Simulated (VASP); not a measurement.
Set up this calculation in VASP 6.6.1, as the native input.

```
Task                   : single point
Functional             : LDA
Potentials or basis    : VASP PAW LDA potentials, release 64 (Cu)
Cutoff                 : 520 eV
k mesh                 : 14 × 14 × 13
Occupations            : gaussian, width 0.1 eV
Spin                   : no spin polarisation
Dipole correction      : no
Further INCAR settings : ALGO = Normal; EDIFF = 1e-06; NBANDS = 12
```

The structure of Cu lies in POSCAR:

```
Cu
1.0
   -1.4427930000      1.4427930000      1.3760810000
    1.4427930000     -1.4427930000      1.3760810000
    1.4427930000      1.4427930000     -1.3760810000
Cu
1
Direct
    0.0000000000      0.0000000000      0.0000000000
```

These files were run (other wordings do the same):

INCAR

```
ALGO     = Normal         # electronic algorithm
EDIFF    = 1E-6           # SCF threshold, eV
ENCUT    = 520            # plane-wave cutoff, eV
GGA      = CA             # functional
ISIF     = 2              # what is computed and relaxed
ISMEAR   = 0              # smearing method
LASPH    = T              # aspherical terms in the spheres
LCHARG   = F              # write CHGCAR
LREAL    = F              # projectors in reciprocal space
LWAVE    = F              # write WAVECAR
NBANDS   = 12             # bands
NELM     = 60             # most SCF steps
PREC     = Accurate       # precision mode
SIGMA    = 0.1            # smearing width, eV
```

KPOINTS

```
k-points
0
Gamma
  14 14 13
```

Potentials or basis: VASP PAW LDA potentials, release 64 (Cu).

The run is started by

```sh
$ cat potpaw_LDA.64/Cu/POTCAR > POTCAR
$ mpirun -np 1 vasp_std > vasp.out
```

Results of the run:

| Item | Value |
| --- | --- |
| Pressure | -7.0 GPa |

Run time: 95 s on 1 thread of AMD EPYC 7R13 (shared host), peak memory 0.16 GiB.
